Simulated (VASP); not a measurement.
# Yb (Fm-3m) in VASP: further runs

The runs below take Yb through single point, relaxation of cell and atoms, with PBE.

Everything below comes from runs of VASP 6.6.1. Logs are shortened: lines on timing, memory, paths and dates and some standing lists are left out, and cuts for length are marked.

## Step 1: The cell of the first run

Symmetry: Fm-3m, No. 225, cubic system. Conventional cell: a = 5.237 Å, b = 5.237 Å, c = 5.237 Å, α = 90.00°, β = 90.00°, γ = 90.00°. Yb (site symmetry m-3m) has 12 Yb at 3.70 Å within 4.9 Å.

## Step 2: Single point, PBE

Contents of INCAR:

```
PREC = Accurate
ENCUT = 520
EDIFF = 1E-6
ISMEAR = -1
SIGMA = 0.05
LREAL = F
LASPH = T
NELM = 80
ALGO = Normal
ISIF = 2
LWAVE = F
LCHARG = F
GGA = PE
NBANDS = 18
```

Contents of KPOINTS:

```
regular mesh
0
Gamma
  13 13 13
```

Contents of POSCAR:

```
Yb
1.0
    0.0000000000      2.6185311192      2.6185311192
    2.6185311192      0.0000000000      2.6185311192
    2.6185311192      2.6185311192      0.0000000000
Yb
1
Direct
    0.0000000000      0.0000000000      0.0000000000
```

Potentials or basis: VASP PAW PBE potentials, release 64 (Yb).

Run with:

```sh
$ cat potpaw_PBE.64/Yb/POTCAR > POTCAR
$ mpirun -np 1 vasp_std > vasp.out
```

OUTCAR:

```text
PREC = Accurate
   ENCUT = 520
   EDIFF = 1E-6
   ISMEAR = -1
   LREAL = F
   LASPH = T
   NELM = 80
   ISIF = 2
   GGA = PE

 ion  position               nearest neighbor table
   1  0.000  0.000  0.000-

  LATTYP: Found a face centered cubic cell.
 ALAT       =     5.2370622384

  Lattice vectors:

 A1 = (   0.0000000000,   2.6185311192,   2.6185311192)
 A2 = (   2.6185311192,   0.0000000000,   2.6185311192)
 A3 = (   2.6185311192,   2.6185311192,   0.0000000000)

Analysis of symmetry for initial positions (statically):
=====================================================================
 Subroutine PRICEL returns:
 Original cell was already a primitive cell.

 Routine SETGRP: Setting up the symmetry group for a
 face centered cubic supercell.

 Subroutine GETGRP returns: Found 48 space group operations
 (whereof 48 operations were pure point group operations)
 out of a pool of 48 trial point group operations.

The static configuration has the point symmetry O_h .

Analysis of symmetry for dynamics (positions and initial velocities):
=====================================================================
 Subroutine PRICEL returns:
 Original cell was already a primitive cell.

 Routine SETGRP: Setting up the symmetry group for a
 face centered cubic supercell.

 Subroutine GETGRP returns: Found 48 space group operations
 (whereof 48 operations were pure point group operations)
 out of a pool of 48 trial point group operations.

The dynamic configuration has the point symmetry O_h .

 Subroutine INISYM returns: Found 48 space group operations
 (whereof 48 operations are pure point group operations),
 and found     1 'primitive' translations

----------------------------------------------------------------------------------------

                                     Primitive cell

  volume of cell :      35.9090

  direct lattice vectors                    reciprocal lattice vectors
     0.000000000  2.618531119  2.618531119    -0.190946747  0.190946747  0.190946747
     2.618531119  0.000000000  2.618531119     0.190946747 -0.190946747  0.190946747
     2.618531119  2.618531119  0.000000000     0.190946747  0.190946747 -0.190946747

  length of vectors
     3.703162222  3.703162222  3.703162222     0.330729468  0.330729468  0.330729468

  position of ions in fractional coordinates (direct lattice)
     0.000000000  0.000000000  0.000000000

  ion indices of the primitive-cell ions
   primitive index   ion index
                 1           1

----------------------------------------------------------------------------------------

 KPOINTS: regular mesh

Automatic generation of k-mesh.
 Grid dimensions read from file:
 generate k-points for:   13   13   13

 Generating k-lattice:

  Cartesian coordinates                     Fractional coordinates (reciprocal lattice)
    -0.014688211  0.014688211  0.014688211     0.076923077  0.000000000  0.000000000
     0.014688211 -0.014688211  0.014688211     0.000000000  0.076923077  0.000000000
     0.014688211  0.014688211 -0.014688211     0.000000000  0.000000000  0.076923077

  Length of vectors
     0.025440728  0.025440728  0.025440728

  Shift w.r.t. Gamma in fractional coordinates (k-lattice)
     0.000000000  0.000000000  0.000000000

 Subroutine IBZKPT returns following result:
 ===========================================

 Found     84 irreducible k-points:

 Following reciprocal coordinates:
            Coordinates               Weight
  0.000000  0.000000  0.000000      1.000000
  0.076923  0.000000  0.000000      8.000000
  0.153846  0.000000  0.000000      8.000000
  0.230769  0.000000  0.000000      8.000000
  0.307692  0.000000  0.000000      8.000000
  0.384615  0.000000  0.000000      8.000000
[... 16 lines left out ...]
  0.384615  0.153846  0.000000     24.000000
  0.461538  0.153846  0.000000     24.000000
 [... further k-points ...]
   k-points           NKPTS =     84   k-points in BZ     NKDIM =     84   number of bands    NBANDS=     18
   number of dos      NEDOS =    301   number of ions     NIONS =      1
   total plane-waves  NPLWV =  21952
   dimension x,y,z NGX =    28 NGY =   28 NGZ =   28
   dimension x,y,z NGXF=    56 NGYF=   56 NGZF=   56
   ions per type =               1
   NGX,Y,Z   is equivalent  to a cutoff of  12.57, 12.57, 12.57 a.u.
   NGXF,Y,Z  is equivalent  to a cutoff of  25.14, 25.14, 25.14 a.u.
 SYSTEM =  unknown system
   PREC   = accura    normal or accurate (medium, high low for compatibility)
   ISTART =      0    job   : 0-new  1-cont  2-samecut
   ICHARG =      2    charge: 1-file 2-atom 10-const
   ISPIN  =      1    spin polarized calculation?
   LNONCOLLINEAR =      F non collinear calculations
   LSORBIT =      F    spin-orbit coupling
   LASPH  =      T    aspherical Exc in radial PAW
   ENCUT  =  520.0 eV  38.22 Ry    6.18 a.u.   6.89  6.89  6.89*2*pi/ulx,y,z
   NELM   =     80;   NELMIN=  2; NELMDL= -5     # of ELM steps
   EDIFF  = 0.1E-05   stopping-criterion for ELM
   LREAL  =      F    real-space projection
   EDIFFG = 0.1E-04   stopping-criterion for IOM
   NSW    =      0    number of steps for IOM
   IBRION =     -1    ionic relax: 0-MD 1-quasi-New 2-CG
   NFREE  =      0    steps in history (QN), initial steepest desc. (CG)
   ISIF   =      2    stress and relaxation
   ISYM   =      2    0-nonsym 1-usesym 2-fastsym
   POTIM  = 0.5000    time-step for ionic-motion
   TEBEG  =    0.0;   TEEND  =   0.0 temperature during run
   PSTRESS=    0.0 pullay stress
   NELECT =      24.0000    total number of electrons
   NUPDOWN=      -1.0000    fix difference up-down
   EMIN   =  10.00;   EMAX   =-10.00  energy-range for DOS
   EFERMI =   0.00;   METHOD = LEGACY
   ISMEAR =    -1;   SIGMA  =   0.05  broadening in eV -4-tet -1-fermi 0-gaus
   EFERMI_NEDOS =   21; number of points for ismear=-14 and -15
   IALGO  =     38    algorithm
   IMIX   =      4    mixing-type and parameters
     AMIX     =   0.40;   BMIX     =  1.00
     AMIX_MAG =   1.60;   BMIX_MAG =  1.00
  volume/ion in A,a.u.               =      35.91       242.33
  Fermi-wavevector in a.u.,A,eV,Ry     =   1.431344  2.704849 27.874896  2.048747
  Thomas-Fermi vector in A             =   2.551091
   LORBIT       =      0    0 simple, 1 ext, 2 COOP (PROOUT), +10 PAW based schemes
   GGA     = PE    functional components
   LHFCALC =     F    Hartree Fock is set to
   AEXX    =    0.0000 exact exchange contribution
   IVDW    =     0    specifies the selected vdW correction
   LEPSILON=     F    determine dielectric tensor
   LRPA    =     F    only Hartree local field effects (RPA)
 non-spin polarized calculation
  energy-cutoff  :      520.00
  volume of cell :       35.91
 maximum number of plane-waves:       980
   NGX = 13   NGY = 13   NGZ = 13

 number of electron      24.0000011 magnetization

 Free energy of the ion-electron system (eV)
  ---------------------------------------------------
  ext. energy  EPLUGINS =         0.00000000
  ---------------------------------------------------
  free energy    TOTEN  =        -3.57157041 eV

  energy without entropy =       -3.55908453  energy(sigma->0) =       -3.56532747

 E-fermi :   1.6126     XC(G=0):  -9.4451

 val. band max:        1.5846546682   @ k =  -0.3077   0.3846   0.1538
 cond. band min:       1.6189185283   @ k =  -0.3846   0.3077   0.0769
 fundamental gap:      0.0342638601
 Fermi energy:         1.6126217656

 k-point     1 :       0.0000    0.0000    0.0000
  band No.  band energies     occupation
      1     -50.1353      2.00000
      2     -22.3230      2.00000
      3     -22.3230      2.00000
      4     -22.3230      2.00000
      5      -3.5821      2.00000
      6       1.1183      1.99990
[... 10 lines left out ...]
     17       6.5755      0.00000
     18      11.0992      0.00000

 k-point     2 :       0.0769    0.0000    0.0000
  band No.  band energies     occupation
      1     -50.1344      2.00000
      2     -22.3433      2.00000
      3     -22.3257      2.00000
      4     -22.3257      2.00000
      5      -3.4444      2.00000
      6       1.1196      1.99990
[... 10 lines left out ...]
     17       6.4886      0.00000
     18      11.4338      0.00000

 k-point     3 :       0.1538    0.0000    0.0000
  band No.  band energies     occupation
      1     -50.1318      2.00000
      2     -22.3988      2.00000
      3     -22.3331      2.00000
      4     -22.3331      2.00000
      5      -3.0447      2.00000
      6       1.1241      1.99989
[... 10 lines left out ...]
     17       6.3470      0.00000
     18      11.7587      0.00000

 k-point     4 :       0.2308    0.0000    0.0000
  band No.  band energies     occupation
      1     -50.1281      2.00000
      2     -22.4760      2.00000
      3     -22.3435      2.00000
      4     -22.3435      2.00000
      5      -2.4248      2.00000
      6       1.1326      1.99986
[... 10 lines left out ...]
     17       6.4414      0.00000
     18      10.8707      0.00000

 k-point     5 :       0.3077    0.0000    0.0000
  band No.  band energies     occupation
      1     -50.1241      2.00000
      2     -22.5563      2.00000
      3     -22.3545      2.00000
      4     -22.3545      2.00000
      5      -1.6620      2.00000
      6       1.1448      1.99983
[... 10 lines left out ...]
     17       6.9077      0.00000
     18      10.0896      0.00000

 k-point     6 :       0.3846    0.0000    0.0000
  band No.  band energies     occupation
      1     -50.1208      2.00000
      2     -22.6217      2.00000
      3     -22.3636      2.00000
      4     -22.3636      2.00000
      5      -0.8898      2.00000
      6       1.1528      1.99980
[... 307 lines left out ...]
 k-point    21 :       0.2308    0.1538    0.0000
  band No.  band energies     occupation
      1     -50.1278      2.00000
      2     -22.4465      2.00000
      3     -22.3629      2.00000
      4     -22.3604      2.00000
      5      -2.4060      2.00000
      6       1.1330      1.99986
[... 10 lines left out ...]
     17       7.0218      0.00000
     18      12.3852      0.00000

 k-point    22 :       0.3077    0.1538    0.0000
  band No.  band energies     occupation
      1     -50.1243      2.00000
      2     -22.5124      2.00000
      3     -22.3752      2.00000
      4     -22.3734      2.00000
      5      -1.7504      2.00000
      6       1.1446      1.99983
[... 10 lines left out ...]
     17       7.3449      0.00000
     18      11.3276      0.00000

 k-point    23 :       0.3846    0.1538    0.0000
  band No.  band energies     occupation
      1     -50.1209      2.00000
      2     -22.5750      2.00000
      3     -22.3898      2.00000
      4     -22.3839      2.00000
      5      -0.9785      2.00000
      6       1.1579      1.99978
[... 10 lines left out ...]
     17       7.8400      0.00000
     18      10.1185      0.00000

 k-point    24 :       0.4615    0.1538    0.0000
  band No.  band energies     occupation
      1     -50.1183      2.00000
      2     -22.6200      2.00000
      3     -22.4065      2.00000
      4     -22.3870      2.00000
      5      -0.2288      2.00000
      6       1.1566      1.99978
[... 10 lines left out ...]
     17       8.1962      0.00000
     18       9.0717      0.00000

 [... further k-points ...]
[... 5 lines left out ...]
  --------------------------------------------------------------------------------------
  -------------------------------------------------------------------------------------
  Total       -0.0120626     -0.0120626     -0.0120626      0.0000000      0.0000000      0.0000000
  in kB       -0.5382059     -0.5382059     -0.5382059      0.0000000      0.0000000      0.0000000
  external PRESSURE =      -0.5382059 kB  Pullay stress =       0.0000000 kB

 VOLUME and BASIS-vectors are now :
 -----------------------------------------------------------------------------
  energy-cutoff  :      520.00
  volume of cell :       35.91
      direct lattice vectors                 reciprocal lattice vectors
     0.000000000  2.618531119  2.618531119    -0.190946747  0.190946747  0.190946747
     2.618531119  0.000000000  2.618531119     0.190946747 -0.190946747  0.190946747
     2.618531119  2.618531119  0.000000000     0.190946747  0.190946747 -0.190946747

 POSITION                                       TOTAL-FORCE (eV/Angst)
 -----------------------------------------------------------------------------------
      0.00000      0.00000      0.00000         0.000000      0.000000      0.000000
 -----------------------------------------------------------------------------------
    total drift:                               -0.000000     -0.000000     -0.000000

  FREE ENERGIE OF THE ION-ELECTRON SYSTEM (eV)
  ---------------------------------------------------
  free  energy   TOTEN  =        -3.5715704117 eV

  energy  without entropy=       -3.5590845295  energy(sigma->0) =       -3.56532747
```

Run time: 74 s. Hardware: 1 thread of AMD EPYC 9R45 (Zen 5), shared host; peak memory 0.18 GiB.

Results:

```yaml
Free_energy: -3.5716 eV
Pressure: -0.1 GPa
Band_gap_on_the_k_mesh: 0.03 eV, indirect (least direct gap 0.16 eV)
```

Levels at points of the mesh, in eV from the valence-band top:
```csv
k point,band 9,band 10,band 11,band 12,band 13,band 14,band 15,band 16
"(0.00, 0.00, 0.00)",-0.37,-0.28,-0.28,-0.28,2.86,2.86,2.86,4.99
```

Caveat: spin-orbit coupling is left out, which moves the levels of the heavy elements. A k mesh can miss the band edges.

## Step 3: Relaxation of cell and atoms, PBE, target pressure -0.14 GPa, at which the enthalpy is minimised

Contents of INCAR:

```
PREC     = Accurate       # precision mode
ENCUT    = 600            # plane-wave cutoff, eV
EDIFF    = 1E-6           # SCF threshold, eV
ISMEAR   = -1             # smearing method
SIGMA    = 0.05           # smearing width, eV
LREAL    = F              # projectors in reciprocal space
LASPH    = T              # aspherical terms in the spheres
NELM     = 100            # most SCF steps
ALGO     = Normal         # electronic algorithm
ISIF     = 3              # what is computed and relaxed
LWAVE    = F              # write WAVECAR
LCHARG   = F              # write CHGCAR
GGA      = PE             # functional
IBRION   = 2              # ionic algorithm
NSW      = 60             # ionic steps
EDIFFG   = -0.005         # ionic threshold
PSTRESS  = -1.4000000000000001
```

Contents of KPOINTS:

```
Automatic mesh
0
Gamma
  13 13 13
```

POSCAR is that of step 2.

Potentials or basis: VASP PAW PBE potentials, release 64 (Yb).

Run with:

```sh
$ cat potpaw_PBE.64/Yb/POTCAR > POTCAR
$ mpirun -np 1 vasp_std > vasp.out
```

OUTCAR:

```text
PREC = Accurate
   ENCUT = 600
   EDIFF = 1E-6
   ISMEAR = -1
   LREAL = F
   LASPH = T
   NELM = 100
   ISIF = 3
   GGA = PE
   IBRION = 2
   NSW = 60
   EDIFFG = -0.005
   PSTRESS = -1.4000000000000001

 ion  position               nearest neighbor table
   1  0.000  0.000  0.000-

  LATTYP: Found a face centered cubic cell.
 ALAT       =     5.2370622384

  Lattice vectors:

 A1 = (   0.0000000000,   2.6185311192,   2.6185311192)
 A2 = (   2.6185311192,   0.0000000000,   2.6185311192)
 A3 = (   2.6185311192,   2.6185311192,   0.0000000000)

Analysis of symmetry for initial positions (statically):
=====================================================================
 Subroutine PRICEL returns:
 Original cell was already a primitive cell.

 Routine SETGRP: Setting up the symmetry group for a
 face centered cubic supercell.

 Subroutine GETGRP returns: Found 48 space group operations
 (whereof 48 operations were pure point group operations)
 out of a pool of 48 trial point group operations.

[... 168 lines left out ...]
  -------------------------------------------------------------------------------------
  Total        0.0504442      0.0504442      0.0504442      0.0000000      0.0000000      0.0000000
  in kB        2.2507045      2.2507045      2.2507045      0.0000000      0.0000000      0.0000000
  external PRESSURE =       3.6507045 kB  Pullay stress =      -1.4000000 kB
[... 94 lines left out ...]
  energy  without entropy=       -3.5506971277  energy(sigma->0) =       -3.55738812

  enthalpy is  TOTEN    =        -3.5969666673 eV   P V=       -0.0328875452

[... ionic steps 4 to 39 ...]

--------------------------------------- Ionic step       40  -------------------------------------------

 number of electron      23.9999995 magnetization

------------------------ aborting loop because EDIFF is reached ----------------------------------------
[... 69 lines left out ...]
--------------------------------------- Ionic step       42  -------------------------------------------

 number of electron      23.9999995 magnetization

 Free energy of the ion-electron system (eV)
  ---------------------------------------------------
  ext. energy  EPLUGINS =         0.00000000
  ---------------------------------------------------
  free energy    TOTEN  =        -3.57276623 eV

  energy without entropy =       -3.56046773  energy(sigma->0) =       -3.56661698

 E-fermi :   1.6649     XC(G=0):  -9.5182

 val. band max:        1.6373699072   @ k =  -0.3077   0.3846   0.1538
 cond. band min:       1.6762333681   @ k =  -0.3846   0.3077   0.0769
 fundamental gap:      0.0388634610
 Fermi energy:         1.6648779822

 k-point     1 :       0.0000    0.0000    0.0000
  band No.  band energies     occupation
      1     -50.0692      2.00000
      2     -22.2461      2.00000
      3     -22.2461      2.00000
      4     -22.2461      2.00000
      5      -3.5658      2.00000
      6       1.1628      1.99991
[... 433 lines left out ...]
      3     -22.3342      2.00000
      4     -22.3136      2.00000
      5      -0.1789      2.00000
      6       1.2019      1.99981
[... 8 lines left out ...]
     15       4.8523      0.00000
     16       7.5779      0.00000

 [... further k-points ...]
[... 5 lines left out ...]
  --------------------------------------------------------------------------------------
  -------------------------------------------------------------------------------------
  Total       -0.0315693     -0.0315693     -0.0315693     -0.0000000      0.0000000     -0.0000000
  in kB       -1.4322205     -1.4322205     -1.4322205     -0.0000000      0.0000000     -0.0000000
  external PRESSURE =      -0.0322205 kB  Pullay stress =      -1.4000000 kB
[... 20 lines left out ...]
  energy  without entropy=       -3.5604677255  energy(sigma->0) =       -3.56661698

  enthalpy is  TOTEN    =        -3.6036253323 eV   P V=       -0.0308591024

 reached required accuracy - stopping structural energy minimisation
```

CONTCAR:

```text
Yb
   1.00000000000000
     0.0000000000000000    2.6040257857187572    2.6040257857187572
     2.6040257857187572    0.0000000000000000    2.6040257857187572
     2.6040257857187572    2.6040257857187572   -0.0000000000000000
  Yb
     1
Direct
     0.0000000000000000    0.0000000000000000    0.0000000000000000

  0.00000000E+00  0.00000000E+00  0.00000000E+00
```

Run time: 32 min. Hardware: 1 thread of AMD EPYC 9R45 (Zen 5), shared host; peak memory 0.22 GiB.

Results:

| Property | Result |
| --- | --- |
| Free energy | -3.5728 eV |
| Relaxed volume | 35.32 Å³/atom |
| Relaxed cell | a = 3.683 Å, b = 3.683 Å, c = 3.683 Å, α = 60.00°, β = 60.00°, γ = 60.00° |
| Space group after relaxing (to 0.05 Å) | Fm-3m (No. 225) |
| Energy change on relaxing (the enthalpy is what falls) | -0.6 meV/atom |
| Ionic steps | 42 |
| Pressure after relaxing | -0.1 GPa |
| Band gap on the k mesh | 0.04 eV, indirect (least direct gap 0.16 eV) |

The path:
```tsv
step	energy change (eV)	largest force (eV/Å)	pressure (GPa)	volume (Å³)
1	0.0000	0.0000	0.23	35.91
3	0.0080	0.0000	-0.54	37.64
5	0.0017	0.0000	-2.67	36.48
7	0.0012	0.0000	-0.55	36.35
9	0.0001	0.0000	1.29	35.98
11	0.0005	0.0000	-0.29	36.11
13	0.0003	0.0000	-0.30	36.04
15	0.0002	0.0000	-0.08	36.00
17	0.0002	0.0000	0.55	36.02
19	0.0005	0.0000	0.02	36.11
21	0.0007	0.0000	0.52	36.18
23	0.0007	0.0000	-0.42	36.19
25	0.0002	0.0000	-0.96	36.01
27	0.0006	0.0000	-0.62	34.44
29	0.0007	0.0000	-1.25	34.40
31	0.0010	0.0000	0.55	34.31
33	-0.0001	0.0000	-1.32	34.73
35	0.0002	0.0000	1.13	34.60
37	0.0002	0.0000	1.00	34.61
39	0.0000	0.0000	0.52	34.65
41	-0.0003	0.0000	1.38	34.82
42	-0.0006	0.0000	-0.14	35.32
```

Final structure:
```xyz
1
Lattice="0.0000 2.6040 2.6040 2.6040 0.0000 2.6040 2.6040 2.6040 0.0000" Properties=species:S:1:pos:R:3 pbc="T T T"
Yb    0.0000    0.0000    0.0000
```

Levels at points of the mesh, in eV from the valence-band top:
```csv
k point,band 9,band 10,band 11,band 12,band 13,band 14,band 15,band 16
"(0.00, 0.00, 0.00)",-0.38,-0.28,-0.28,-0.28,2.88,2.88,2.88,5.04
```

Caveat: the cell is relaxed towards a set pressure, so the enthalpy falls and the energy may rise; spin-orbit coupling is left out, which moves the levels of the heavy elements. Spin polarisation is off, so any magnetic state and its effect on volume and gap are missing.
